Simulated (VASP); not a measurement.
# YAl2N3 (Amm2) in VASP: a series of runs, part 2 of 2

VASP 6.6.1. Earlier steps stand in the parts before.

### Step 3. Relaxation of cell and atoms, PBE

INCAR reads:

```
  PREC = Accurate
  ENCUT = 600
  EDIFF = 1E-7
  ISMEAR = 0
  SIGMA = 0.1
  LREAL = F
  LASPH = T
  NELM = 80
  ALGO = Normal
  ISIF = 3
  LWAVE = F
  LCHARG = F
  GGA = PE
  IBRION = 2
  NSW = 90
  EDIFFG = -0.04
```

KPOINTS reads:

```
regular mesh
0
Gamma
  4 4 4
```

POSCAR reads:

```
YAl2N3
1.0
    6.4276332400      0.0000000000      0.0000000000
    0.0000000000      2.4495525000      3.3615438400
    0.0000000000     -2.4495525000      3.3615438400
Y Al N
1 2 3
Direct
    0.0000000000      0.0678674200      0.0678674200
    0.2966840800      0.5609070500      0.5609070500
    0.7033159200      0.5609070500      0.5609070500
    0.5000000000      0.1510784700      0.5306206400
    0.5000000000      0.5306206400      0.1510784700
    0.0000000000      0.6974233900      0.6974233900
```

Potentials or basis: VASP PAW PBE potentials, release 64 (Y_sv, Al, N).

Launch:

```console
> cat potpaw_PBE.64/Y_sv/POTCAR potpaw_PBE.64/Al/POTCAR potpaw_PBE.64/N/POTCAR > POTCAR
> mpirun -np 1 vasp_std > vasp.out
```

OUTCAR:

```text
PREC = Accurate
   ENCUT = 600
   EDIFF = 1E-7
   ISMEAR = 0
   LREAL = F
   LASPH = T
   NELM = 80
   ISIF = 3
   GGA = PE
   IBRION = 2
   NSW = 90
   EDIFFG = -0.04

 ion  position               nearest neighbor table
   1  0.000  0.068  0.068-   6 2.49   6 2.60   6 2.60   2 3.10   3 3.10   2 3.10   3 3.10   3 3.82
                             2 3.82
   2  0.297  0.561  0.561-   6 2.12   5 2.18   4 2.18   3 2.61   1 3.10   1 3.10   1 3.82
   3  0.703  0.561  0.561-   6 2.12   5 2.18   4 2.18   2 2.61   1 3.10   1 3.10   1 3.82
   4  0.500  0.151  0.531-   2 2.18   3 2.18
   5  0.500  0.531  0.151-   2 2.18   3 2.18
   6  0.000  0.697  0.697-   2 2.12   3 2.12   1 2.49   1 2.60   1 2.60

  LATTYP: Found a base centered orthorhombic cell.
 ALAT       =     4.8991050000
 B/A-ratio  =     1.3723093667
 C/A-ratio  =     1.3120015268

[... 790 lines left out ...]
  free  energy   TOTEN  =       -37.8969993041 eV

  energy  without entropy=      -37.8801799192  energy(sigma->0) =      -37.88858961

[... ionic steps 4 to 20 ...]

--------------------------------------- Ionic step       21  -------------------------------------------

 number of electron      32.0000000 magnetization

------------------------ aborting loop because EDIFF is reached ----------------------------------------
[... 75 lines left out ...]
--------------------------------------- Ionic step       23  -------------------------------------------

 number of electron      32.0000001 magnetization

 Free energy of the ion-electron system (eV)
  ---------------------------------------------------
  ext. energy  EPLUGINS =         0.00000000
  ---------------------------------------------------
  free energy    TOTEN  =       -39.74883261 eV

  energy without entropy =      -39.73921651  energy(sigma->0) =      -39.74402456

 E-fermi :   7.7485     XC(G=0): -11.0092

 val. band max:        7.7269771627   @ k =   0.5000   0.0000   0.0000
 cond. band min:       7.7584763722   @ k =   0.2500   0.0000   0.0000
 fundamental gap:      0.0314992095
 Fermi energy:         7.7485421481

 k-point     1 :       0.0000    0.0000    0.0000
  band No.  band energies     occupation
      1     -35.9734      2.00000
      2     -16.1099      2.00000
      3     -15.8723      2.00000
      4     -15.8628      2.00000
      5      -9.7444      2.00000
      6      -8.6381      2.00000
[... 505 lines left out ...]
  FREE ENERGIE OF THE ION-ELECTRON SYSTEM (eV)
  ---------------------------------------------------
  free  energy   TOTEN  =       -39.7488326122 eV

  energy  without entropy=      -39.7392165085  energy(sigma->0) =      -39.74402456

 reached required accuracy - stopping structural energy minimisation
```

OSZICAR:

```text
N       E                     dE             d eps       ncg     rms          rms(c)
DAV:   1     0.158087514583E+03    0.15809E+03   -0.15716E+04   840   0.159E+03
DAV:   2    -0.242918258052E+02   -0.18238E+03   -0.17587E+03  1112   0.297E+02
[... 273 lines left out ...]
DAV:   2    -0.397488951996E+02   -0.13639E-04   -0.82353E-04  1028   0.214E-01    0.517E-02
DAV:   3    -0.397488428512E+02    0.52348E-04   -0.13193E-04  1036   0.858E-02    0.289E-02
DAV:   4    -0.397488324821E+02    0.10369E-04   -0.64016E-05  1328   0.527E-02    0.212E-02
DAV:   5    -0.397488328368E+02   -0.35477E-06   -0.37024E-06  1140   0.150E-02    0.157E-02
DAV:   6    -0.397488326745E+02    0.16238E-06   -0.15407E-06  1280   0.636E-03    0.175E-03
DAV:   7    -0.397488326122E+02    0.62264E-07   -0.57977E-08   580   0.204E-03
  23 F= -.39748833E+02 E0= -.39744025E+02  d E =-.182830E-03
```

CONTCAR:

```text
YAl2N3
   1.00000000000000
     5.9084831939265028    0.0000000000000000    0.0000000000000000
     0.0000000000000000    2.5072949833477707    2.4827213631017475
     0.0000000000000000   -2.5072949833477707    2.4827213631017475
  Y               Al              N
     1     2     3
Direct
     0.0000000000000000    0.0955572168006345    0.0955572168006345
     0.3156782774160982    0.5944321356918628    0.5944321356918628
     0.6843217225839017    0.5944321356918628    0.5944321356918628
     0.5000000000000000    0.0941300951433048    0.5938154196631411
     0.5000000000000000    0.5938154196631411    0.0941300951433048
     0.0000000000000000    0.5964370170091882    0.5964370170091882

  0.00000000E+00  0.00000000E+00  0.00000000E+00
  0.00000000E+00  0.00000000E+00  0.00000000E+00
  0.00000000E+00  0.00000000E+00  0.00000000E+00
  0.00000000E+00  0.00000000E+00  0.00000000E+00
  0.00000000E+00  0.00000000E+00  0.00000000E+00
  0.00000000E+00  0.00000000E+00  0.00000000E+00
```

Wall time 24 min (1 thread of Intel Xeon Platinum 8259CL at 2.50GHz (Skylake/Cascade Lake), shared host); peak memory 0.34 GiB.

What came out:

```
Free energy                            : -39.7488 eV
Relaxed volume                         : 12.26 Å³/atom
Relaxed cell                           : a = 5.908 Å, b = 3.529 Å, c = 3.529 Å, α = 90.56°, β = 90.00°, γ = 90.00°
Space group after relaxing (to 0.05 Å) : Cmmm (No. 65)
Energy gained by relaxing              : 614.3 meV/atom
Ionic steps                            : 23
Pressure after relaxing                : 0.0 GPa
Largest force after relaxing           : 0.032 eV/Å
Band gap on the k mesh                 : zero (band 16 reaches 8.28 eV, above the bottom of band 17 at 7.19 eV)
```

Forces in eV/Å, atoms in the order of the input:
```
Y    0.000  0.000 -0.005
Al   0.026  0.000  0.010
Al  -0.026  0.000  0.010
N    0.000 -0.002  0.008
N    0.000  0.002  0.008
N    0.000  0.000 -0.032
```

Step by step:
| step | energy change (eV) | largest force (eV/Å) | pressure (GPa) | volume (Å³) |
| --- | --- | --- | --- | --- |
| 1 | 0.0000 | 1.5668 | -17.31 | 105.85 |
| 2 | -1.7312 | 2.3086 | 7.55 | 79.15 |
| 3 | -1.8342 | 1.2608 | 0.31 | 83.32 |
| 4 | -2.2689 | 1.5968 | 1.07 | 79.66 |
| 5 | -2.3241 | 2.4047 | 2.41 | 77.84 |
| 6 | -2.6732 | 2.0865 | 0.94 | 77.09 |
| 7 | -3.0985 | 1.1063 | 2.64 | 74.53 |
| 8 | -3.2895 | 0.7934 | -0.92 | 75.94 |
| 9 | -3.3229 | 1.0523 | -2.40 | 76.76 |
| 10 | -3.5020 | 0.4637 | -2.02 | 75.35 |
| 11 | -3.5634 | 0.8024 | -0.21 | 73.95 |
| 12 | -3.6382 | 0.7931 | 2.44 | 72.54 |
| 13 | -3.6419 | 0.7959 | 1.82 | 72.78 |
| 14 | -3.6755 | 0.2889 | -1.33 | 74.26 |
| 15 | -3.6756 | 0.2622 | -1.15 | 74.17 |
| 16 | -3.6835 | 0.2159 | -0.15 | 73.60 |
| 17 | -3.6837 | 0.1486 | -0.31 | 73.69 |
| 18 | -3.6846 | 0.1026 | 0.46 | 73.33 |
| 19 | -3.6848 | 0.0614 | 0.21 | 73.44 |
| 20 | -3.6854 | 0.0450 | 0.05 | 73.51 |
| 21 | -3.6858 | 0.0490 | -0.19 | 73.63 |
| 22 | -3.6859 | 0.0798 | 0.05 | 73.51 |
| 23 | -3.6860 | 0.0316 | -0.04 | 73.56 |

Final structure:
```
Y Al N
1.0
     5.90848    0.00000    0.00000
     0.00000    2.50729    2.48272
     0.00000   -2.50729    2.48272
Y Al N
1 2 3
Cartesian
  0.0000 0.0000 0.4745
  1.8652 0.0000 2.9516
  4.0433 0.0000 2.9516
  2.9542 -1.2529 1.7080
  2.9542 1.2529 1.7080
  0.0000 0.0000 2.9616
```

Levels at points of the mesh, in eV from the Fermi level:
```csv
k point,band 13,band 14,band 15,band 16,band 17,band 18,band 19,band 20
"(0.00, 0.00, 0.00)",-4.01,-2.62,-1.56,-1.48,-0.10,0.06,0.73,0.81
"(0.50, 0.00, 0.00)",-4.14,-3.16,-0.70,-0.17,-0.02,1.49,1.56,1.74
"(0.00, 0.50, 0.00)",-4.74,-3.98,-2.40,-2.09,1.13,1.67,1.96,2.00
"(0.50, 0.50, 0.00)",-4.95,-4.32,-2.19,-2.18,0.88,1.56,1.94,2.39
"(0.00, 0.50, 0.50)",-4.97,-4.91,-0.56,0.53,0.54,1.46,2.28,3.28
"(0.50, 0.50, 0.50)",-3.45,-3.40,-1.49,-1.48,-0.56,0.60,1.16,1.47
```

Caveat: the k points lie up to 0.45 Å⁻¹ apart in the final cell; the volume moved by over 15 % at a fixed basis, so the end points are rough.
